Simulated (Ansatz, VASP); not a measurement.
# Two plane-wave programs on In3O2

File INCAR:

```
PREC = Accurate
ENCUT = 520
EDIFF = 1E-6
ISMEAR = 0
SIGMA = 0.1
LREAL = F
LASPH = T
NELM = 100
ALGO = Normal
ISIF = 2
LWAVE = F
LCHARG = F
GGA = PE
NBANDS = 34
```

KPOINTS

```
Automatic mesh
0
Gamma
  4 4 4
```

Contents of POSCAR:

```
In3O2
1.0
    4.6402516100      0.0000000000      0.0000000000
    0.0000000000      4.6402516100      0.0000000000
    0.0000000000      0.0000000000      4.6402516100
In O
3 2
Direct
    0.0000000000      0.5000000000      0.5000000000
    0.5000000000      0.0000000000      0.5000000000
    0.5000000000      0.5000000000      0.0000000000
    0.5000000000      0.5000000000      0.5000000000
    0.0000000000      0.0000000000      0.0000000000
```

Input for Ansatz:

```yaml
crystal:
  lattice:
    - [4.64025161, 0.0, 0.0]
    - [0.0, 4.64025161, 0.0]
    - [0.0, 0.0, 4.64025161]
  atoms:
    - { symbol: In, position: [0.0, 0.5, 0.5] }
    - { symbol: In, position: [0.5, 0.0, 0.5] }
    - { symbol: In, position: [0.5, 0.5, 0.0] }
    - { symbol: O, position: [0.5, 0.5, 0.5] }
    - { symbol: O, position: [0.0, 0.0, 0.0] }
basis:
  ecutwfc: 420
kpoints:
  mp_grid: { grid: [4, 4, 4] }
hamiltonian:
  xc: pbe
scf:
  occupations: { method: gaussian, width: 0.1 }
  lower_state_search: "off"
output:
  forces: true
  stress: true
  eigenvalues: true
```

Alike in both runs: task single point; functional PBE; k mesh 4 × 4 × 4; occupations gaussian, width 0.1 eV; no spin polarisation.

|  | VASP | Ansatz |
| --- | --- | --- |
| version | VASP 6.6.1 | Ansatz 0.2.0 |
| potentials or method | VASP PAW PBE potentials, release 64 (In_d, O), cutoff 520 eV | scalar-relativistic, plane waves, PAW |
| valence electrons in the cell | 51 | 51 |

Ansatz gave:

```
gap on the k mesh at the Fermi level (eV) : none
pressure (GPa)                            : 5.1
```

**Question.** Which values does VASP return?

**Answer.** gap on the k mesh at the Fermi level (eV): none; pressure (GPa): 5.0.

A gap of «none» marks a metal or a gap that the smearing closes. With one functional, cell and mesh, what is left measures potentials, basis and numerics.
